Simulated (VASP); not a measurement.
Input of a VASP 6.6.1 run:

Contents of INCAR:

```
PREC = Accurate ; ENCUT = 600
EDIFF = 1E-6 ; ISMEAR = -1
SIGMA = 0.05 ; LREAL = F
LASPH = T ; NELM = 60
ALGO = Normal ; ISIF = 3
LWAVE = F ; LCHARG = F
GGA = RP ; IBRION = 2
NSW = 60 ; EDIFFG = -0.01
```

Contents of KPOINTS:

```
regular mesh
0
Gamma
  11 11 11
```

Contents of POSCAR:

```
H
1.0
   -1.6915344700      1.6915344700      2.0584739900
    1.6915344700     -1.6915344700      2.0584739900
    1.6915344700      1.6915344700     -2.0584739900
H
2
Direct
    0.0901377100      0.0901377100      0.0000000000
    0.9098622900      0.9098622900      0.0000000000
```

Potentials or basis: VASP PAW PBE potentials, release 64 (H).

Run with:

```sh
$ cat potpaw_PBE.64/H/POTCAR > POTCAR
$ mpirun -np 1 vasp_std > vasp.out
```

Task: Estimate the relaxed cell.

Result: a = 3.477 Å, b = 3.477 Å, c = 3.477 Å, α = 114.94°, β = 114.94°, γ = 99.02°.

Task: What does it give for the band gap on the k mesh?

Result: 9.51 eV, indirect (least direct gap 9.99 eV).

Task: Predict the space group after relaxing (to 0.05 Å).

Result: I4/mmm (No. 139).

Task: Estimate the relaxed volume.

Result: 15.78 Å³/atom.

Step by step:
| step | energy change (eV) | largest force (eV/Å) | pressure (GPa) | volume (Å³) |
| --- | --- | --- | --- | --- |
| 1 | 0.0000 | 0.0391 | 1.04 | 23.56 |
| 2 | -0.0010 | 0.2019 | 0.60 | 23.82 |
| 3 | -0.0010 | 0.2240 | 0.57 | 23.85 |
| 4 | -0.0015 | 0.2208 | 0.56 | 23.92 |
| 5 | -0.0028 | 0.2129 | 0.53 | 24.16 |
| 6 | -0.0054 | 0.1960 | 0.48 | 24.63 |
| 7 | -0.0098 | 0.1580 | 0.40 | 25.59 |
| 8 | -0.0163 | 0.0676 | 0.28 | 27.59 |
| 9 | -0.0203 | 0.1733 | 0.19 | 31.89 |
| 10 | -0.0172 | 0.4249 | -0.63 | 33.56 |
| 11 | -0.0206 | 0.0253 | -0.01 | 32.28 |
| 12 | -0.0207 | 0.0112 | -0.02 | 32.11 |
| 13 | -0.0207 | 0.0305 | -0.04 | 31.61 |
| 14 | -0.0207 | 0.0234 | -0.03 | 31.70 |
| 15 | -0.0207 | 0.0033 | 0.00 | 31.56 |

Caveat: the volume moved by over 15 % at a fixed basis, so the end points are rough; the PAW data sets were made with another functional, which shifts forces and pressure a little. A k mesh can miss the band edges.
